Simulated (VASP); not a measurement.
LiBr:

```
Li Br
1.0
     0.00000    2.73955    2.73955
     2.73955    0.00000    2.73955
     2.73955    2.73955    0.00000
Li Br
1 1
Direct
  0.00000 0.00000 0.00000
  0.50000 0.50000 0.50000
```

Program: VASP 6.6.1. Alike in all runs: task single point; no spin polarisation; cell as given; k mesh 4 × 4 × 4; smearing gaussian 0.01 eV.

**Question.** Order these runs on this cell by their band gap on the k mesh, lowest first.
A. level PBE; potentials or basis VASP PAW PBE potentials, release 64 (Li_sv, Br); cutoff (eV) 750
B. level HSE06; potentials or basis VASP PAW PBE potentials, release 64 (Li_sv, Br); cutoff (eV) 650; grid for exact exchange (PRECFOCK) Normal; share of exact exchange 0.25; screening parameter 0.2079 1/Å
C. level LDA; potentials or basis VASP PAW LDA potentials, release 64 (Li_sv, Br); cutoff (eV) 750
D. level r2SCAN; potentials or basis VASP PAW PBE potentials, release 64 (Li_sv, Br); cutoff (eV) 830

**Answer.** C (4.71 eV), A (4.99 eV), D (5.93 eV), B (6.21 eV).

Caveats: all runs use coarse meshes.

A k mesh can miss the band edges.
